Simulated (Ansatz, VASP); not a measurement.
# Rh in VASP and in Ansatz

File INCAR:

```
SYSTEM = Rh
  PREC = Accurate
  ENCUT = 520
  EDIFF = 1E-6
  ISMEAR = 0
  SIGMA = 0.15
  LREAL = .FALSE.
  LASPH = .TRUE.
  NELM = 60
  ALGO = Fast
  ISIF = 2
  LWAVE = .FALSE.
  LCHARG = .FALSE.
  GGA = PS
  NBANDS = 14
```

The input KPOINTS:

```
regular mesh
0
G
  22 22 22
  0 0 0
```

The input POSCAR:

```
Rh
1.0
    0.0000000000      1.8540112500      1.8540112500
    1.8540112500      0.0000000000      1.8540112500
    1.8540112500      1.8540112500      0.0000000000
Rh
1
Direct
    0.0000000000      0.0000000000      0.0000000000
```

Input for Ansatz:

```yaml
crystal:
  lattice:
    - [0.0, 1.85401125, 1.85401125]
    - [1.85401125, 0.0, 1.85401125]
    - [1.85401125, 1.85401125, 0.0]
  atoms:
    - { symbol: Rh, position: [0.0, 0.0, 0.0] }
basis:
  ecutwfc: 420
kpoints:
  mp_grid: { grid: [22, 22, 22] }
hamiltonian:
  xc: pbesol
scf:
  occupations: { method: gaussian, width: 0.15 }
output:
  forces: true
  stress: true
  eigenvalues: true
```

Change from the starting cell: strain -0.025 along x and y, -0.025 along z, atoms carried along.

Alike in both runs: task single point; functional PBEsol; k mesh 22 × 22 × 22; occupations gaussian, width 0.15 eV; no spin polarisation.

|  | VASP | Ansatz |
| --- | --- | --- |
| version | VASP 6.6.1 | Ansatz 0.2.0 |
| potentials or method | VASP PAW PBE potentials, release 64 (Rh_pv), cutoff 520 eV | scalar-relativistic, plane waves, PAW |
| valence electrons in the cell | 15 | 17 |

|  | VASP | Ansatz | Ansatz less VASP |
| --- | --- | --- | --- |
| gap on the k mesh at the Fermi level (eV) | none | none | - |
| pressure (GPa) | 19.7 | 19.8 | +0.10 |

VASP's potentials were made for PBE, not for PBEsol. A gap of «none» marks a metal or a gap that the smearing closes. VASP's potentials hold 15 valence electrons a cell and Ansatz's 17, so a difference there can come from the potentials and not from the codes.
